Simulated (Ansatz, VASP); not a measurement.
# Sc in VASP and in Ansatz

The input INCAR:

```
SYSTEM = Sc
PREC     = Accurate       ! precision mode
ENCUT    = 520            ! plane-wave cutoff, eV
EDIFF    = 1E-6           ! SCF threshold, eV
ISMEAR   = 0              ! smearing method
SIGMA    = 0.15           ! smearing width, eV
LREAL    = .False.        ! projectors in reciprocal space
LASPH    = .True.         ! aspherical terms in the spheres
NELM     = 100            ! most SCF steps
ALGO     = Fast           ! electronic algorithm
ISIF     = 2              ! what is computed and relaxed
LWAVE    = .False.        ! write WAVECAR
LCHARG   = .False.        ! write CHGCAR
GGA      = PE             ! functional
NBANDS   = 12             ! bands
```

KPOINTS

```
Automatic mesh
0
Gamma
  18 18 18
  0 0 0
```

File POSCAR:

```
Sc
1.0
   -1.9257935009      1.9172054859      1.7271890274
    1.9086174709     -1.9172054859      1.7080169726
    1.9257935009      1.9172054859     -1.7271890274
Sc
1
Direct
    0.0000000000      0.0000000000      0.0000000000
```

Input for Ansatz:

```yaml
crystal:
  lattice:
    - [-1.9257935009, 1.9172054859, 1.7271890274]
    - [1.9086174709, -1.9172054859, 1.7080169726]
    - [1.9257935009, 1.9172054859, -1.7271890274]
  atoms:
    - { symbol: Sc, position: [0.0, 0.0, 0.0] }
basis:
  ecutwfc: 420
kpoints:
  mp_grid: { grid: [18, 18, 18] }
hamiltonian:
  xc: pbe
scf:
  occupations: { method: gaussian, width: 0.15 }
output:
  forces: true
  stress: true
  eigenvalues: true
```

Change from the starting cell: strain -0.0100 x Voigt [0, 0, 0, 0, 1, 0], atoms carried along.

Alike in both runs: task single point; functional PBE; k mesh 18 × 18 × 18; occupations gaussian, width 0.15 eV; no spin polarisation.

|  | VASP | Ansatz |
| --- | --- | --- |
| version | VASP 6.6.1 | Ansatz 0.2.0 |
| potentials or method | VASP PAW PBE potentials, release 64 (Sc_sv), cutoff 520 eV | scalar-relativistic, plane waves, PAW |
| valence electrons in the cell | 11 | 11 |

```csv
,VASP,Ansatz,Ansatz less VASP
gap on the k mesh at the Fermi level (eV),none,none,-
pressure (GPa),-0.8,-0.8,+0.01
"traceless stress, the component that is largest in VASP (GPa)",0.76,0.76,+0.003
```

A gap of «none» marks a metal or a gap that the smearing closes.
